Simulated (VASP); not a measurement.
A run of VASP 6.6.1 is set up as follows.

File INCAR:

```
  ALGO = Normal
  EDIFF = 1E-7
  ENCUT = 520
  GGA = PE
  ISIF = 2
  ISMEAR = -1
  LASPH = True
  LCHARG = True
  LELF = True
  LREAL = False
  LVHAR = True
  LWAVE = False
  NBANDS = 12
  NELM = 60
  PREC = Accurate
  SIGMA = 0.05
```

File KPOINTS:

```
k-points
0
Gamma
  17 17 17
```

File POSCAR:

```
Ta
1.0
    2.7429205472      0.0000000000      0.0000000000
    0.0000000000      2.7429205472      0.0000000000
    0.0000000000      0.0000000000      2.7429205472
Ta
1
Direct
    0.0000000000      0.0000000000      0.0000000000
```

Potentials or basis: VASP PAW PBE potentials, release 64 (Ta_pv).

The run is started by

```console
$ cat potpaw_PBE.64/Ta_pv/POTCAR > POTCAR
$ mpirun -np 1 vasp_std > vasp.out
```

Question: Estimate the pressure.

Answer: 0.1 GPa.
